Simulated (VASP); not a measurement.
# GaB (P4/mmm) in VASP: settings compared

GaB is run at these levels: PBE, PBE0; tasks: relaxation of cell and atoms, single point.

Everything below comes from runs of VASP 6.6.1. Logs are shortened: lines on timing, memory, paths and dates and some standing lists are left out, and cuts for length are marked.

### 1 The cell of the first run

The structure is tetragonal, space group P4/mmm (No. 123). Conventional cell: a = 2.718 Å, b = 2.718 Å, c = 3.236 Å, α = 90.00°, β = 90.00°, γ = 90.00°. Ga (site symmetry 4/mmm) has 8 B at 2.51 Å and 6 Ga at 2.72 to 3.24 Å within 3.3 Å. B (site symmetry 4/mmm) has 8 Ga at 2.51 Å and 6 B at 2.72 to 3.24 Å within 3.3 Å.

### 2 Relaxation of cell and atoms, PBE, target pressure 20 GPa, at which the enthalpy is minimised

File INCAR:

```
SYSTEM = GaB
PREC = Accurate
ENCUT = 600
EDIFF = 1E-7
ISMEAR = -1
SIGMA = 0.05
LREAL = .FALSE.
LASPH = .TRUE.
NELM = 60
ALGO = Normal
ISIF = 3
LWAVE = .FALSE.
LCHARG = .FALSE.
GGA = PE
IBRION = 2
NSW = 60
EDIFFG = -0.01
PSTRESS = 200.0
```

File KPOINTS:

```
regular mesh
0
G
  10 10 8
  0 0 0
```

File POSCAR:

```
GaB
1.0
    2.7182400000      0.0000000000      0.0000000000
    0.0000000000      2.7182400000      0.0000000000
    0.0000000000      0.0000000000      3.2362100000
Ga B
1 1
Direct
    0.5000000000      0.5000000000      0.5000000000
    0.0000000000      0.0000000000      0.0000000000
```

Potentials or basis: VASP PAW PBE potentials, release 64 (Ga_d, B).

Launch:

```bash
> cat potpaw_PBE.64/Ga_d/POTCAR potpaw_PBE.64/B/POTCAR > POTCAR
> mpirun -np 1 vasp_std > vasp.out
```

OUTCAR:

```text
SYSTEM = GaB
   PREC = Accurate
   ENCUT = 600
   EDIFF = 1E-7
   ISMEAR = -1
   LREAL = .FALSE.
   LASPH = .TRUE.
   NELM = 60
   ISIF = 3
   GGA = PE
   IBRION = 2
   NSW = 60
   EDIFFG = -0.01
   PSTRESS = 200.0

 ion  position               nearest neighbor table
   1  0.500  0.500  0.500-   2 2.51   2 2.51   2 2.51   2 2.51   2 2.51   2 2.51   2 2.51   2 2.51

   2  0.000  0.000  0.000-   1 2.51   1 2.51   1 2.51   1 2.51   1 2.51   1 2.51   1 2.51   1 2.51

  LATTYP: Found a simple tetragonal cell.
 ALAT       =     2.7182400000
 C/A-ratio  =     1.1905534463

  Lattice vectors:

 A1 = (   2.7182400000,   0.0000000000,   0.0000000000)
 A2 = (   0.0000000000,   2.7182400000,   0.0000000000)
 A3 = (   0.0000000000,   0.0000000000,   3.2362100000)

Analysis of symmetry for initial positions (statically):
=====================================================================
 Subroutine PRICEL returns:
 Original cell was already a primitive cell.

 Routine SETGRP: Setting up the symmetry group for a
 simple tetragonal supercell.

 Subroutine GETGRP returns: Found 16 space group operations
 (whereof 16 operations were pure point group operations)
 out of a pool of 16 trial point group operations.

The static configuration has the point symmetry D_4h.

Analysis of symmetry for dynamics (positions and initial velocities):
=====================================================================
 Subroutine PRICEL returns:
 Original cell was already a primitive cell.

 Routine SETGRP: Setting up the symmetry group for a
 simple tetragonal supercell.

 Subroutine GETGRP returns: Found 16 space group operations
 (whereof 16 operations were pure point group operations)
 out of a pool of 16 trial point group operations.

The dynamic configuration has the point symmetry D_4h.

 Subroutine INISYM returns: Found 16 space group operations
 (whereof 16 operations are pure point group operations),
 and found     1 'primitive' translations

----------------------------------------------------------------------------------------

                                     Primitive cell

  volume of cell :      23.9118

  direct lattice vectors                    reciprocal lattice vectors
     2.718240000  0.000000000  0.000000000     0.367885102  0.000000000  0.000000000
     0.000000000  2.718240000  0.000000000     0.000000000  0.367885102  0.000000000
     0.000000000  0.000000000  3.236210000     0.000000000  0.000000000  0.309003433

  length of vectors
[... 107 lines left out ...]
   GGA     = PE    functional components
   LHFCALC =     F    Hartree Fock is set to
   AEXX    =    0.0000 exact exchange contribution
   IVDW    =     0    specifies the selected vdW correction
   LEPSILON=     F    determine dielectric tensor
   LRPA    =     F    only Hartree local field effects (RPA)
 conjugate gradient relaxation of ions
 non-spin polarized calculation
  energy-cutoff  :      600.00
  volume of cell :       23.91
 maximum number of plane-waves:       813
 NGX is ok and might be reduce to    24
   NGX = 11   NGY = 11   NGZ = 13

--------------------------------------- Ionic step        1  -------------------------------------------

 number of electron      16.0000003 magnetization

 Free energy of the ion-electron system (eV)
  ---------------------------------------------------
  ext. energy  EPLUGINS =         0.00000000
  ---------------------------------------------------
  free energy    TOTEN  =        -7.15094660 eV

  energy without entropy =       -7.14560717  energy(sigma->0) =       -7.14827688

------------------------ aborting loop because EDIFF is reached ----------------------------------------

  FORCE on cell =-STRESS in cart. coord.  units (eV):
  Direction    XX          YY          ZZ          XY          YZ          ZX
  --------------------------------------------------------------------------------------
  -------------------------------------------------------------------------------------
  Total        0.0528317      0.0528317     -0.0731241      0.0000000      0.0000000      0.0000000
  in kB        3.5399158      3.5399158     -4.8995763      0.0000000      0.0000000      0.0000000
  external PRESSURE =    -199.2732483 kB  Pullay stress =     200.0000000 kB
[... 97 lines left out ...]
  energy  without entropy=       -6.9767948905  energy(sigma->0) =       -6.97936271

  enthalpy is  TOTEN    =        -4.3849896043 eV   P V=        2.5969409310

[... ionic steps 4 to 9 ...]

--------------------------------------- Ionic step       10  -------------------------------------------

 number of electron      16.0000005 magnetization

------------------------ aborting loop because EDIFF is reached ----------------------------------------
[... 71 lines left out ...]
--------------------------------------- Ionic step       12  -------------------------------------------

 number of electron      16.0000006 magnetization

 Free energy of the ion-electron system (eV)
  ---------------------------------------------------
  ext. energy  EPLUGINS =         0.00000000
  ---------------------------------------------------
  free energy    TOTEN  =        -6.97319448 eV

  energy without entropy =       -6.96943033  energy(sigma->0) =       -6.97131240

 E-fermi :   8.6426     XC(G=0): -12.6259

 val. band max:        8.5369418172   @ k =   0.5000   0.4000   0.0000
 cond. band min:       8.6426462673   @ k =   0.5000   0.4000   0.5000
 fundamental gap:      0.1057044501
 Fermi energy:         8.6426029779

 k-point     1 :       0.0000    0.0000    0.0000
  band No.  band energies     occupation
      1      -7.1590      2.00000
      2      -6.9402      2.00000
      3      -6.4502      2.00000
      4      -6.4502      2.00000
      5      -6.3702      2.00000
      6      -6.1985      2.00000
      7       5.9326      2.00000
      8      10.4722      0.00000
      9      11.8456      0.00000
     10      11.8456      0.00000
     11      19.0633      0.00000
     12      19.4561      0.00000
[... 331 lines left out ...]
 k-point    24 :       0.2000    0.0000    0.1250
  band No.  band energies     occupation
      1      -7.0622      2.00000
      2      -6.7966      2.00000
      3      -6.6110      2.00000
      4      -6.4560      2.00000
      5      -6.4461      2.00000
      6      -5.0865      2.00000
      7       5.2357      2.00000
      8       7.6314      2.00000
      9      12.7412      0.00000
     10      12.8840      0.00000
     11      18.1239      0.00000
     12      20.1230      0.00000

 [... further k-points ...]
[... 5 lines left out ...]
  --------------------------------------------------------------------------------------
  -------------------------------------------------------------------------------------
  Total        2.5844492      2.5844492      2.5748894      0.0000000      0.0000000      0.0000000
  in kB      200.4327325    200.4327325    199.6913407      0.0000000      0.0000000      0.0000000
  external PRESSURE =       0.1856019 kB  Pullay stress =     200.0000000 kB
[... 21 lines left out ...]
  energy  without entropy=       -6.9694303259  energy(sigma->0) =       -6.97131240

  enthalpy is  TOTEN    =        -4.3943250747 eV   P V=        2.5788694014

 reached required accuracy - stopping structural energy minimisation
```

OSZICAR:

```text
N       E                     dE             d eps       ncg     rms          rms(c)
DAV:   1     0.590773994246E+02    0.59077E+02   -0.90769E+03  2536   0.257E+03
DAV:   2    -0.412458986710E+01   -0.63202E+02   -0.60642E+02  2648   0.325E+02
DAV:   3    -0.733145925979E+01   -0.32069E+01   -0.31424E+01  3012   0.604E+01
[... 103 lines left out ...]
DAV:   2    -0.697356100745E+01    0.13539E-02   -0.23796E-03  3036   0.151E+00    0.112E-01
DAV:   3    -0.697323702897E+01    0.32398E-03   -0.26175E-04  3000   0.471E-01    0.293E-02
DAV:   4    -0.697319600165E+01    0.41027E-04   -0.33101E-05  3204   0.903E-02    0.420E-03
DAV:   5    -0.697319448805E+01    0.15136E-05   -0.11780E-06  3200   0.181E-02    0.660E-04
DAV:   6    -0.697319447617E+01    0.11882E-07   -0.56058E-08  1528   0.535E-03
  12 F= -.43943251E+01 E0= -.43924430E+01  d E =-.925631E-04
```

CONTCAR:

```text
GaB
   1.00000000000000
     2.5578316129859098    0.0000000000000000   -0.0000000000000000
    -0.0000000000000000    2.5578316129859098    0.0000000000000000
    -0.0000000000000000    0.0000000000000000    3.1576648643601599
  Ga              B
     1     1
Direct
     0.5000000000000000    0.5000000000000000    0.5000000000000000
     0.0000000000000000    0.0000000000000000    0.0000000000000000

  0.00000000E+00  0.00000000E+00  0.00000000E+00
  0.00000000E+00  0.00000000E+00  0.00000000E+00
```

Wall time 5.1 min (1 thread of Intel Xeon 8259CL, shared host); peak memory 0.2 GiB.

Results:

- Free energy: -6.9732 eV
- Relaxed volume: 10.33 Å³/atom
- Relaxed cell: a = 2.558 Å, b = 2.558 Å, c = 3.158 Å, α = 90.00°, β = 90.00°, γ = 90.00°
- Space group after relaxing (to 0.1 Å): P4/mmm (No. 123)
- Energy change on relaxing (the run minimises the enthalpy): +88.9 meV/atom
- Ionic steps: 12
- Pressure after relaxing: 20.0 GPa
- Band gap on the k mesh: zero (bands 8 and 9 overlap by 9.33 eV)

The path:
| step | energy change (eV) | largest force (eV/Å) | pressure (GPa) | volume (Å³) |
| --- | --- | --- | --- | --- |
| 1 | 0.0000 | 0.0000 | 0.07 | 23.91 |
| 2 | 0.4686 | 0.0000 | 38.59 | 19.13 |
| 3 | 0.1690 | 0.0000 | 19.81 | 20.80 |
| 4 | 0.1765 | 0.0000 | 20.36 | 20.74 |
| 5 | 0.1777 | 0.0000 | 20.34 | 20.70 |
| 6 | 0.1954 | 0.0000 | 20.86 | 20.54 |
| 7 | 0.1820 | 0.0000 | 20.40 | 20.63 |
| 8 | 0.1876 | 0.0000 | 20.65 | 20.58 |
| 9 | 0.1841 | 0.0000 | 20.50 | 20.61 |
| 10 | 0.1848 | 0.0000 | 20.52 | 20.60 |
| 11 | 0.1689 | 0.0000 | 19.34 | 20.73 |
| 12 | 0.1778 | 0.0000 | 20.02 | 20.66 |

Final structure:
```xyz
2
Lattice="2.5578 0.0000 0.0000 0.0000 2.5578 0.0000 0.0000 0.0000 3.1577" Properties=species:S:1:pos:R:3 pbc="T T T"
Ga    1.2789    1.2789    1.5788
B     0.0000    0.0000    0.0000
```

Caveat: the cell is relaxed towards a set pressure, so the run minimises the enthalpy, not the energy.

### 3 Relaxation of cell and atoms, PBE, target pressure 30 GPa, at which the enthalpy is minimised

File INCAR:

```
  PREC = Accurate
  ENCUT = 600
  EDIFF = 1E-6
  ISMEAR = -1
  SIGMA = 0.05
  LREAL = False
  LASPH = True
  NELM = 60
  ALGO = Normal
  ISIF = 3
  LWAVE = False
  LCHARG = False
  GGA = PE
  IBRION = 2
  NSW = 60
  EDIFFG = -0.01
  PSTRESS = 300.0
```

File KPOINTS:

```
regular mesh
0
Gamma
  10 10 8
```

POSCAR is that of step 2.

Potentials or basis: VASP PAW PBE potentials, release 64 (Ga_d, B).

Launch:

```bash
> cat potpaw_PBE.64/Ga_d/POTCAR potpaw_PBE.64/B/POTCAR > POTCAR
> mpirun -np 1 vasp_std > vasp.out
```

OUTCAR:

```text
PREC = Accurate
   ENCUT = 600
   EDIFF = 1E-6
   ISMEAR = -1
   LREAL = False
   LASPH = True
   NELM = 60
   ISIF = 3
   GGA = PE
   IBRION = 2
   NSW = 60
   EDIFFG = -0.01
   PSTRESS = 300.0

 ion  position               nearest neighbor table
   1  0.500  0.500  0.500-   2 2.51   2 2.51   2 2.51   2 2.51   2 2.51   2 2.51   2 2.51   2 2.51

   2  0.000  0.000  0.000-   1 2.51   1 2.51   1 2.51   1 2.51   1 2.51   1 2.51   1 2.51   1 2.51

  LATTYP: Found a simple tetragonal cell.
 ALAT       =     2.7182400000
 C/A-ratio  =     1.1905534463

  Lattice vectors:

 A1 = (   2.7182400000,   0.0000000000,   0.0000000000)
 A2 = (   0.0000000000,   2.7182400000,   0.0000000000)
 A3 = (   0.0000000000,   0.0000000000,   3.2362100000)

Analysis of symmetry for initial positions (statically):
=====================================================================
 Subroutine PRICEL returns:
 Original cell was already a primitive cell.

 Routine SETGRP: Setting up the symmetry group for a
 simple tetragonal supercell.

 Subroutine GETGRP returns: Found 16 space group operations
 (whereof 16 operations were pure point group operations)
 out of a pool of 16 trial point group operations.

The static configuration has the point symmetry D_4h.

Analysis of symmetry for dynamics (positions and initial velocities):
=====================================================================
 Subroutine PRICEL returns:
[... 200 lines left out ...]
 val. band max:       11.3411182724   @ k =   0.5000   0.3000   0.0000
 cond. band min:      11.4117469155   @ k =   0.5000   0.1000   0.2500
 fundamental gap:      0.0706286432
 Fermi energy:        11.3788742918

 k-point     1 :       0.0000    0.0000    0.0000
  band No.  band energies     occupation
      1      -5.8196      2.00000
      2      -5.1591      2.00000
      3      -4.8801      2.00000
      4      -4.1375      2.00000
      5      -4.1375      2.00000
      6      -4.0229      2.00000
      7       8.4897      2.00000
      8      14.2095      0.00000
      9      14.2095      0.00000
     10      15.0117      0.00000
     11      21.9559      0.00000
     12      23.3713      0.00000
[... 416 lines left out ...]
  energy  without entropy=       -6.8398647063  energy(sigma->0) =       -6.84240921

  enthalpy is  TOTEN    =        -3.1193732731 eV   P V=        3.7255804432

[... ionic steps 4 to 9 ...]

--------------------------------------- Ionic step       10  -------------------------------------------

 number of electron      15.9999995 magnetization

------------------------ aborting loop because EDIFF is reached ----------------------------------------
[... 71 lines left out ...]
--------------------------------------- Ionic step       12  -------------------------------------------

 number of electron      15.9999996 magnetization

 Free energy of the ion-electron system (eV)
  ---------------------------------------------------
  ext. energy  EPLUGINS =         0.00000000
  ---------------------------------------------------
  free energy    TOTEN  =        -6.82391584 eV

  energy without entropy =       -6.82071254  energy(sigma->0) =       -6.82231419

 E-fermi :   9.3032     XC(G=0): -12.8708

 val. band max:        9.2637673834   @ k =   0.5000   0.4000   0.0000
 cond. band min:       9.3189050804   @ k =   0.5000   0.4000   0.5000
 fundamental gap:      0.0551376970
 Fermi energy:         9.3032467984

 k-point     1 :       0.0000    0.0000    0.0000
  band No.  band energies     occupation
      1      -6.7198      2.00000
      2      -6.4998      2.00000
      3      -6.0908      2.00000
      4      -5.9247      2.00000
      5      -5.9247      2.00000
      6      -5.8329      2.00000
      7       6.2979      2.00000
      8      11.2035      0.00000
      9      12.5586      0.00000
     10      12.5586      0.00000
     11      19.8972      0.00000
     12      20.5755      0.00000
[... 378 lines left out ...]
  energy  without entropy=       -6.8207125386  energy(sigma->0) =       -6.82231419

  enthalpy is  TOTEN    =        -3.1359387774 eV   P V=        3.6879770626

 reached required accuracy - stopping structural energy minimisation
```

OSZICAR:

```text
N       E                     dE             d eps       ncg     rms          rms(c)
DAV:   1     0.590773994246E+02    0.59077E+02   -0.90769E+03  2536   0.257E+03
DAV:   2    -0.412458986710E+01   -0.63202E+02   -0.60642E+02  2648   0.325E+02
DAV:   3    -0.733145925979E+01   -0.32069E+01   -0.31424E+01  3012   0.604E+01
[... 98 lines left out ...]
DAV:   2    -0.682524472773E+01    0.49151E-02   -0.85890E-03  3012   0.309E+00    0.213E-01
DAV:   3    -0.682407347582E+01    0.11713E-02   -0.90940E-04  3040   0.929E-01    0.569E-02
DAV:   4    -0.682392071493E+01    0.15276E-03   -0.13330E-04  3200   0.178E-01    0.742E-03
DAV:   5    -0.682391595063E+01    0.47643E-05   -0.37388E-06  2836   0.317E-02    0.137E-03
DAV:   6    -0.682391583998E+01    0.11065E-06   -0.22522E-07  1368   0.106E-02
  12 F= -.31359388E+01 E0= -.31343371E+01  d E =-.344513E-03
```

It took 5.7 min on 1 thread of Intel Xeon 8259CL, shared host; peak memory 0.19 GiB.

Results:

```yaml
Free_energy: -6.8239 eV
Relaxed_volume: 9.85 Å³/atom
Relaxed_cell: a = 2.514 Å, b = 2.514 Å, c = 3.116 Å, α = 90.00°, β = 90.00°, γ = 90.00°
Space_group_after_relaxing_to_0.1_Å: P4/mmm (No. 123)
Energy_change_on_relaxing_the_run_minimises_the_enthalpy: +163.5 meV/atom
Ionic_steps: 12
Pressure_after_relaxing: 30.0 GPa
Band_gap_on_the_k_mesh: zero (bands 8 and 9 overlap by 9.52 eV)
```

Step by step:
```
step  energy change (eV)  largest force (eV/Å)  pressure (GPa)  volume (Å³)
   1              0.0000                0.0000            0.00        23.91
   2              1.2231                0.0000           77.10        16.97
   3              0.3060                0.0000           28.88        19.90
   4              0.3207                0.0000           29.88        19.82
   5              0.3353                0.0000           30.77        19.74
   6              0.3366                0.0000           30.82        19.68
   7              0.3908                0.0000           32.54        19.46
   8              0.3416                0.0000           31.02        19.62
   9              0.3469                0.0000           31.13        19.59
  10              0.3454                0.0000           31.17        19.60
  11              0.3031                0.0000           28.46        19.83
  12              0.3270                0.0000           30.03        19.70
```

Final structure:
```xyz
2
Lattice="2.5143 0.0000 0.0000 0.0000 2.5143 0.0000 0.0000 0.0000 3.1157" Properties=species:S:1:pos:R:3 pbc="T T T"
Ga    1.2571    1.2571    1.5578
B     0.0000    0.0000    0.0000
```

Caveat: the cell is relaxed towards a set pressure, so the run minimises the enthalpy, not the energy; the volume moved by over 15 % at a fixed basis, so the end points are rough.

(Part 1 of 2 ends here.)
